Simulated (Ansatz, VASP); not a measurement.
# Be in VASP and in Ansatz

```
Be
1.0
     0.00000    2.14633    2.14633
     2.14633    0.00000    2.14633
     2.14633    2.14633    0.00000
Be
2
Direct
  0.71750 0.92750 0.92750
  0.28250 0.07250 0.07250
```

Change from the starting cell: shortest bond scaled by 0.58, crystal datasets.

Alike in both runs: task electric field gradients; functional PBEsol; k mesh 12 × 12 × 12; occupations fermi-dirac, width 0.05 eV; no spin polarisation.

|  | VASP | Ansatz |
| --- | --- | --- |
| version | VASP 6.6.1 | Ansatz 0.2.0 |
| potentials or method | VASP PAW PBE potentials, release 64 (Be), cutoff 520 eV | all-electron PAW with datasets made for the crystal, scalar-relativistic |

```csv
,VASP,Ansatz,Ansatz less VASP
pressure (GPa),77.4,74.6,-2.75
"traceless stress, the component that is largest in VASP (GPa)",-97.90,-93.67,+4.224
rms of the force components (eV/Å),19.626,18.863,-0.7626
size of Vzz on the site where it differs most (V/Å²),41.8,35.5,-6.29
```

VASP's potentials were made for PBE, not for PBEsol. Atom by atom the forces differ by 0.763 eV/Å (rms over components). Both programs put the cell under a high pressure, so it lies far from rest at this level. Ansatz ran all-electron here, and VASP with PAW potentials. Ansatz's warnings: printed levels off.

Noted on VASP's run: the cell as given lies far from equilibrium.
